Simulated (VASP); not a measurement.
C: single point with PBE

Crystal: C.

```
C
1.0
     0.00000    1.85728    1.91085
     1.58940    0.00000    1.91085
     1.58940    1.85728    0.00000
C
2
Direct
  0.50000 0.50000 0.50000
  0.75000 0.75000 0.75000
```

This cell differs from its parent crystal: strain +e along x and -e along y -0.0750, strain +e along z and -e/2 along x and y +0.0700.

```
Program             : VASP 6.6.1
Task                : single point
Functional          : PBE
Potentials or basis : VASP PAW PBE potentials, release 64 (C)
Cutoff              : 520 eV
k mesh              : 12 × 12 × 12
Occupations         : gaussian, width 0.05 eV
Spin                : no spin polarisation
```

* Pressure: 5.3 GPa
* Band gap on the k mesh: 0.12 eV, indirect (least direct gap 3.07 eV)

Stress tensor (GPa, compression positive):
```
 92.69   0.00   0.00
  0.00 -20.64   0.00
  0.00   0.00 -56.16
```

Levels at points of the mesh, in eV from the valence-band top:
```tsv
k point	band 2	band 3	band 4	band 5	band 6	band 7
(0.00, 0.00, 0.00)	-2.45	-1.86	0.00	3.07	4.98	5.33
(0.50, 0.00, 0.00)	-14.79	-5.56	-2.95	4.51	6.34	10.17
(0.50, 0.50, 0.00)	-15.25	-6.48	-6.48	5.23	5.23	14.00
(0.50, 0.00, 0.50)	-14.83	-6.88	-6.88	4.59	4.59	13.79
(0.00, 0.50, 0.50)	-12.36	-9.26	-9.26	0.84	0.84	15.73
```

It took 14 s on 1 thread of Intel(R) Xeon(R) Platinum 8559C (Emerald Rapids), on a shared host, peak memory 0.13 GiB.

Caveat: the cell differs from its parent crystal (strain +e along x and -e along y -0.0750, strain +e along z and -e/2 along x and y +0.0700). A k mesh can miss the band edges.
